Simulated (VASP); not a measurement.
# Be3As2 (C2) in VASP: vibrations by perturbation theory with PBE

Aim: the vibrations by perturbation theory of Be3As2 with PBE.

Program: VASP 6.6.1. These are calculated values, not measurements. Logs are shortened: lines on timing, memory, paths and dates and some standing lists are left out, and cuts for length are marked.

### Step 1. The cell of the first run

The structure is monoclinic, space group C2 (No. 5). The conventional cell has a = 6.186 Å, b = 3.948 Å, c = 6.026 Å, α = 90.00°, β = 101.98°, γ = 90.00°. Be (site symmetry 1) has 4 As at 2.24 to 2.45 Å and 4 Be at 2.42 to 2.65 Å within 3.0 Å. Be (site symmetry 2) has 4 As at 2.30 to 2.34 Å and 2 Be at 2.42 Å within 3.0 Å. Within 3.0 Å of As (site symmetry 1) lie 6 Be at 2.24 to 2.45 Å.

### Step 2. Vibrations by perturbation theory, PBE

INCAR

```
SYSTEM = Be3As2
  ALGO = Normal
  EDIFF = 1E-8
  ENCUT = 600
  GGA = PE
  GGA_COMPAT = .FALSE.
  IBRION = 8
  ISIF = 2
  ISMEAR = 0
  KPAR = 4
  LASPH = .TRUE.
  LCHARG = .TRUE.
  LEPSILON = .TRUE.
  LREAL = .FALSE.
  LWAVE = .FALSE.
  NBANDS = 16
  NELM = 120
  NSW = 1
  PREC = Accurate
  SIGMA = 0.01
```

KPOINTS

```
k-points
0
G
  10 10 6
  0 0 0
```

POSCAR

```
Be3As2
1.0
    3.0931758549     -1.9739161690     -0.0002884779
    3.0931758549      1.9739161690     -0.0002884779
   -1.2499826784      0.0000000000      5.8953846202
Be As
3 2
Direct
    0.6869824751      0.5996071939      0.3763304196
    0.7644973819      0.2355026181      0.0000000000
    0.4003928061      0.3130175249      0.6236695804
    0.3431528949      0.1948769127      0.2356733412
    0.8051230873      0.6568471051      0.7643266588
```

Potentials or basis: VASP PAW PBE potentials, release 64 (Be, As).

Launch:

```sh
cat potpaw_PBE.64/Be/POTCAR potpaw_PBE.64/As/POTCAR > POTCAR
mpirun -np 4 vasp_std > vasp.out
```

OUTCAR:

```text
SYSTEM = Be3As2
   EDIFF = 1E-8
   ENCUT = 600
   GGA = PE
   IBRION = 8
   ISIF = 2
   ISMEAR = 0
   LASPH = .TRUE.
   LEPSILON = .TRUE.
   LREAL = .FALSE.
   NELM = 120
   NSW = 1
   PREC = Accurate

 ion  position               nearest neighbor table
   1  0.687  0.600  0.376-   4 2.24   5 2.29   4 2.30   4 2.45
   2  0.764  0.236  0.000-   4 2.30   5 2.30   5 2.34   4 2.34
   3  0.400  0.313  0.624-   5 2.24   4 2.29   5 2.30   5 2.45
   4  0.343  0.195  0.236-   1 2.24   3 2.29   1 2.30   2 2.30   2 2.34   1 2.45
   5  0.805  0.657  0.764-   3 2.24   1 2.29   3 2.30   2 2.30   2 2.34   3 2.45

  LATTYP: Found a base centered monoclinic cell.
 ALAT       =     6.1863517367
 B/A-ratio  =     0.6381519361
 C/A-ratio  =     0.9741513841
 COS(beta)  =    -0.2075075580

  Lattice vectors:

 A1 = (   3.0931758549,  -1.9739161690,  -0.0002884779)
 A2 = (   3.0931758549,   1.9739161690,  -0.0002884779)
 A3 = (  -1.2499826784,   0.0000000000,   5.8953846202)

Analysis of symmetry for initial positions (statically):
=====================================================================
 Subroutine PRICEL returns:
 Original cell was already a primitive cell.

 Routine SETGRP: Setting up the symmetry group for a
 base centered monoclinic supercell.

 Subroutine GETGRP returns: Found  2 space group operations
 (whereof  2 operations were pure point group operations)
 out of a pool of  4 trial point group operations.

The static configuration has the point symmetry C_2 .

Analysis of symmetry for dynamics (positions and initial velocities):
=====================================================================
 Subroutine PRICEL returns:
 Original cell was already a primitive cell.

 Routine SETGRP: Setting up the symmetry group for a
 base centered monoclinic supercell.

 Subroutine GETGRP returns: Found  2 space group operations
 (whereof  2 operations were pure point group operations)
 out of a pool of  4 trial point group operations.

The dynamic configuration has the point symmetry C_2 .

 Subroutine INISYM returns: Found  2 space group operations
 (whereof  2 operations are pure point group operations),
 and found     1 'primitive' translations

----------------------------------------------------------------------------------------

                                     Primitive cell

  volume of cell :      71.9891

  direct lattice vectors                    reciprocal lattice vectors
     3.093175855 -1.973916169 -0.000288478     0.161649357 -0.253303564  0.034274082
     3.093175855  1.973916169 -0.000288478     0.161649357  0.253303564  0.034274082
    -1.249982678  0.000000000  5.895384620     0.000015820  0.000000000  0.169627571

  length of vectors
     3.669343537  3.669343537  6.026443107     0.302436642  0.302436642  0.169627572

  position of ions in fractional coordinates (direct lattice)
     0.686982475  0.599607194  0.376330420
     0.764497382  0.235502618  1.000000000
     0.400392806  0.313017525  0.623669580
[... 680 lines left out ...]
 INTERNAL STRAIN TENSOR  FOR ION    4  DIRECTION 3   (eV/Angst):
 -----------------------------------------------------------------------------
     0.19297  1.85170  0.91361
     1.81353  0.44628 -0.20552
     0.94894 -0.23220  7.29877

 MACROSCOPIC STATIC DIELECTRIC TENSOR (including local field effects in DFT)
 ------------------------------------------------------
          11.878673     0.000000     0.526434
           0.000000    11.727890     0.000000
           0.530678     0.000000    13.355733
 ------------------------------------------------------

 PIEZOELECTRIC TENSOR (including local field effects)  for field in x, y, z        (e  Angst)
          XX          YY          ZZ          XY          YZ          ZX
  --------------------------------------------------------------------------------
  x     0.00000     0.00000     0.00000     0.83959     0.84437     0.00000
  y    -0.29013     0.89998     0.01456     0.00000     0.00000     1.07597
  z     0.00000     0.00000     0.00000     1.49112     1.00496     0.00000

 PIEZOELECTRIC TENSOR (including local field effects)  for field in x, y, z        (C/m^2)
          XX          YY          ZZ          XY          YZ          ZX
  --------------------------------------------------------------------------------
  x     0.00000     0.00000     0.00000     0.18686     0.18792     0.00000
  y    -0.06457     0.20030     0.00324     0.00000     0.00000     0.23947
  z     0.00000     0.00000     0.00000     0.33186     0.22366     0.00000

 BORN EFFECTIVE CHARGES (including local field effects) (in |e|, cummulative output)
 ---------------------------------------------------------------------------------
 ion    1
    1     1.09791    -0.20965     0.19030
    2    -0.26958     1.27382     0.25795
    3     0.05982     0.10628     1.30015
 ion    2
    1     1.96525     0.00000     0.06171
    2     0.00000     1.16278     0.00000
    3     0.04784     0.00000     2.45843
 ion    3
    1     1.09791     0.20965     0.19030
    2     0.26958     1.27382    -0.25795
    3     0.05982    -0.10628     1.30015
 ion    4
    1    -2.08054     0.54422    -0.22115
    2     0.53080    -1.85521     0.12105
    3    -0.08374    -0.11536    -2.52937
 ion    5
    1    -2.08054    -0.54422    -0.22115
    2    -0.53080    -1.85521    -0.12105
    3    -0.08374     0.11536    -2.52937

 INTERNAL STRAIN TENSOR FOR ION    5 for displacements in x,y,z  (eV/Angst):
          X           Y           Z          XY          YZ          ZX
  --------------------------------------------------------------------------------
  x    -4.82180     3.36849    -0.87766    -0.79285     2.27000    -1.71146
  y    -0.39694    -2.89417     0.45584     2.31604     0.54442     2.13517
  z    -0.19297    -0.44628    -7.29877     1.81353    -0.23220    -0.91361

 SECOND DERIVATIVES (NOT SYMMETRIZED)
 ------------------------------------
               1X          1Y          1Z          2X          2Y          2Z          3X          3Y          3Z          4X          4Y          4Z          5X          5Y          5Z
  1X    -5.489128   -2.069828   -0.041537   -0.566538   -0.152398    0.187005    0.325403    0.040640   -0.092221    5.127381    1.795145   -0.206347    0.602882    0.386441    0.153100
  1Y    -2.070284   -5.567536    1.218233   -0.123170   -0.183715    0.581989   -0.040811    0.486353    0.097917    1.756475    5.322576   -1.481366    0.477790   -0.057678   -0.416772
  1Z    -0.043191    1.218363   -7.238316    0.057946    0.387464    2.370073   -0.091410   -0.098200   -0.757048    0.324056   -1.311501    1.690487   -0.247401   -0.196127    3.934803
  2X    -0.565959   -0.123789    0.058245   -4.904036    0.000000    0.023342   -0.565959    0.123789    0.058245    3.017977   -1.606891   -0.069916    3.017977    1.606891   -0.069916
  2Y    -0.151968   -0.182434    0.387510    0.000000   -3.333255    0.000000    0.151968   -0.182434   -0.387510   -1.916729    1.849062   -0.715950    1.916729    1.849062    0.715950
  2Z     0.186945    0.581878    2.370772    0.024814    0.000000   -7.925317    0.186945   -0.581878    2.370772   -0.199352   -0.845152    1.591886   -0.199352    0.845152    1.591886
  3X     0.325403   -0.040640   -0.092221   -0.566538    0.152398    0.187005   -5.489128    2.069828   -0.041537    0.602882   -0.386441    0.153100    5.127381   -1.795145   -0.206347
  3Y     0.040811    0.486353   -0.097917    0.123170   -0.183715   -0.581989    2.070284   -5.567536   -1.218233   -0.477790   -0.057678    0.416772   -1.756475    5.322576    1.481366
  3Z    -0.091410    0.098200   -0.757048    0.057946   -0.387464    2.370073   -0.043191   -1.218363   -7.238316   -0.247401    0.196127    3.934803    0.324056    1.311501    1.690487
  4X     5.125361    1.758971    0.322234    3.020246   -1.919268   -0.198203    0.604621   -0.474742   -0.246859   -9.138525    0.418056    0.162292    0.388296    0.216983   -0.039464
  4Y     1.794455    5.321394   -1.310655   -1.604562    1.850759   -0.845765   -0.387454   -0.057634    0.196052    0.417690   -7.301546    1.870996   -0.220129    0.187026    0.089373
  4Z    -0.206855   -1.481001    1.690686   -0.069571   -0.715117    1.593626    0.155059    0.417251    3.935052    0.162010    1.869293  -10.692804   -0.040643   -0.090426    3.473440
  5X     0.604621    0.474742   -0.246859    3.020246    1.919268   -0.198203    5.125361   -1.758971    0.322234    0.388296   -0.216983   -0.039464   -9.138525   -0.418056    0.162292
  5Y     0.387454   -0.057634   -0.196052    1.604562    1.850759    0.845765   -1.794455    5.321394    1.310655    0.220129    0.187026   -0.089373   -0.417690   -7.301546   -1.870996
  5Z     0.155059   -0.417251    3.935052   -0.069571    0.715117    1.593626   -0.206855    1.481001    1.690686   -0.040643    0.090426    3.473440    0.162010   -1.869293  -10.692804

 Eigenvectors and eigenvalues of the dynamical matrix
 ----------------------------------------------------

   1 f  =   17.604045 THz   110.609474 2PiTHz  587.207719 cm-1    72.804446 meV
             X         Y         Z           dx          dy          dz
      3.509242 -0.172471  2.218241     0.007557   -0.065712    0.521604
      3.093176 -1.044191 -0.000288    -0.005738   -0.000000   -0.661794
      1.427127 -0.172471  3.676566     0.007557    0.065712    0.521604
      1.369633 -0.292684  1.389230    -0.001621    0.013204   -0.066144
      3.566736 -0.292684  4.505578    -0.001621   -0.013204   -0.066144
[... 105 lines left out ...]
  15 f/i=    0.001360 THz     0.008543 2PiTHz    0.045355 cm-1     0.005623 meV
             X         Y         Z           dx          dy          dz
      3.509242 -0.172471  2.218241    -0.149126   -0.000103    0.169482
      3.093176 -1.044191 -0.000288    -0.149059   -0.000000    0.169498
      1.427127 -0.172471  3.676566    -0.149126    0.000103    0.169482
      1.369633 -0.292684  1.389230    -0.429965   -0.000392    0.488562
      3.566736 -0.292684  4.505578    -0.429965    0.000392    0.488562

--------------------------------------------------------------------------------------------------------

 MACROSCOPIC STATIC DIELECTRIC TENSOR IONIC CONTRIBUTION
 ------------------------------------------------------
           3.545238    -0.000000     0.348278
           0.000000     4.057949    -0.000000
           0.348278    -0.000000     5.846915
 ------------------------------------------------------

 ELASTIC MODULI CONTR FROM IONIC RELAXATION (kBar)
 Direction    XX          YY          ZZ          XY          YZ          ZX
 --------------------------------------------------------------------------------
 XX        -152.4584     -7.2743    -14.4186      0.0000     -0.0000    -65.6619
 YY          -7.2743   -274.2044     48.9519      0.0000     -0.0000     22.3923
 ZZ         -14.4186     48.9519   -201.7992     -0.0000     -0.0000    -37.8668
 XY           0.0000      0.0000     -0.0000    -57.3370     -2.3329     -0.0000
 YZ          -0.0000     -0.0000     -0.0000     -2.3329   -148.7420     -0.0000
 ZX         -65.6619     22.3923    -37.8668     -0.0000     -0.0000    -73.6443
 --------------------------------------------------------------------------------

 PIEZOELECTRIC TENSOR IONIC CONTR  for field in x, y, z        (C/m^2)
          XX          YY          ZZ          XY          YZ          ZX
  --------------------------------------------------------------------------------
  x     0.00000     0.00000    -0.00000    -0.01453     0.01966    -0.00000
  y     0.05789     0.21666    -0.09072     0.00000     0.00000    -0.23561
  z     0.00000     0.00000    -0.00000    -0.27450     0.00189    -0.00000
```

Wall time 16 min (4 MPI ranks of Intel Xeon 6975P-C (Granite Rapids), shared host); peak memory 1.1 GiB.

Results:

| Property | Result |
| --- | --- |
| Electronic dielectric tensor (diagonal) | 11.88, 11.73, 13.36 |
| Born charges (mean of the diagonal) | Be +1.22, +1.86 (each value once); As -2.16 e |
| Highest phonon frequency at Γ | 587 cm⁻¹ |

Phonon frequencies in cm⁻¹ (negative: imaginary):
| q point | frequencies |
| --- | --- |
| (0.000, 0.000, 0.000) | 0 0 0 69 103 208 301 315 350 380 433 447 511 529 587 |

Electronic dielectric tensor:
```
11.88  0.00  0.53
 0.00 11.73  0.00
 0.53  0.00 13.36
```

Born effective charge tensors (e):
atom 1, Be
```
 1.10 -0.21  0.19
-0.27  1.27  0.26
 0.06  0.11  1.30
```
atom 2, Be
```
1.97 0.00 0.06
0.00 1.16 0.00
0.05 0.00 2.46
```
atom 3, Be
```
 1.10  0.21  0.19
 0.27  1.27 -0.26
 0.06 -0.11  1.30
```
atom 4, As
```
-2.08  0.54 -0.22
 0.53 -1.86  0.12
-0.08 -0.12 -2.53
```
atom 5, As
```
-2.08 -0.54 -0.22
-0.53 -1.86 -0.12
-0.08  0.12 -2.53
```
